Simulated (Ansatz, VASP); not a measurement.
**NiGe3 in VASP and in Ansatz**

```
CELL_PARAMETERS angstrom
0.00000 3.14771 3.14771
3.14771 0.00000 3.14771
3.14771 3.14771 0.00000
ATOMIC_POSITIONS crystal
Ge 0.25000 0.25000 0.25000
Ge 0.75000 0.75000 0.75000
Ge 0.50000 0.50000 0.50000
Ni 0.00000 0.00000 0.00000
```

Alike in both runs: functional PBEsol; k mesh 6 × 6 × 6; occupations gaussian, width 0.1 eV; no spin polarisation.

Ansatz relaxed the structure, and its values are those at the end. VASP's run is a single point on that final structure, the one shown.

```csv
,VASP,Ansatz
version,VASP 6.6.1,Ansatz 0.2.0
potentials or method,"VASP PAW PBE potentials, release 64 (Ge_d, Ni), cutoff 520 eV","scalar-relativistic, plane waves, PAW"
valence electrons in the cell,52,60
```

|  | VASP | Ansatz | Ansatz less VASP |
| --- | --- | --- | --- |
| gap on the k mesh at the Fermi level (eV) | none | none | - |
| pressure (GPa) | 0.5 | 0.3 | -0.22 |

VASP's potentials were made for PBE, not for PBEsol. A gap of «none» marks a metal or a gap that the smearing closes. VASP's potentials hold 52 valence electrons a cell and Ansatz's 60, so a difference there can come from the potentials and not from the codes.
